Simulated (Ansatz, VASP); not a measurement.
# ZnS: VASP beside Ansatz

```
CELL_PARAMETERS angstrom
3.81100 0.00000 0.00000
-1.90550 3.30042 0.00000
0.00000 0.00000 6.23400
ATOMIC_POSITIONS crystal
Zn 0.33333 0.66667 0.00000
Zn 0.66667 0.33333 0.50000
S 0.33333 0.66667 0.38500
S 0.66667 0.33333 0.88500
```

Alike in both runs: task electric field gradients; functional LDA; k mesh 8 × 8 × 5; occupations fermi-dirac, width 0.03 eV; no spin polarisation.

|  | VASP | Ansatz |
| --- | --- | --- |
| version | VASP 6.6.1 | Ansatz 0.2.0 |
| potentials or method | VASP PAW LDA potentials, release 64 (Zn, S), cutoff 520 eV | all-electron PAW with datasets made for the crystal, scalar-relativistic |

|  | VASP | Ansatz | Ansatz less VASP |
| --- | --- | --- | --- |
| gap on the k mesh at the Fermi level (eV) | 2.02 | 1.99 | -0.030 |
| pressure (GPa) | -3.7 | -3.9 | -0.20 |
| traceless stress, the component that is largest in VASP (GPa) | -1.03 | -1.00 | +0.025 |
| rms of the force components (eV/Å) | 0.172 | 0.170 | -0.0017 |

LDA's correlation is that of Perdew and Zunger in VASP and of Perdew and Wang (1992) in Ansatz. Atom by atom the forces differ by 0.002 eV/Å (rms over components). Ansatz ran all-electron here, and VASP with PAW potentials.
